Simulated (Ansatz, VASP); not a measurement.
# Y: VASP beside Ansatz

```
CELL_PARAMETERS angstrom
3.12562 0.00000 0.00000
-1.56281 2.70687 0.00000
0.00000 0.00000 5.05438
ATOMIC_POSITIONS crystal
Y 0.33333 0.66667 0.25000
Y 0.66667 0.33333 0.75000
```

Change from the starting cell: volume scaled by 0.65, LAPW.

Alike in both runs: task single point; functional PBE; k mesh 14 × 14 × 7; occupations fermi-dirac, width 0.05 eV; no spin polarisation.

|  | VASP | Ansatz |
| --- | --- | --- |
| version | VASP 6.6.1 | Ansatz 0.2.0 |
| potentials or method | VASP PAW PBE potentials, release 64 (Y_sv), cutoff 520 eV | all-electron LAPW, scalar-relativistic |

Ansatz gave:

| Property | Result |
| --- | --- |
| pressure (GPa) | 31.9 |
| traceless stress, the component that is largest in VASP (GPa) | -0.06 |

Which values does VASP return?

Pressure (GPa): 31.6; traceless stress, the component that is largest in VASP (GPa): -0.05.

Both programs put the cell under a high pressure, so it lies far from rest at this level. Ansatz ran all-electron here, and VASP with PAW potentials.
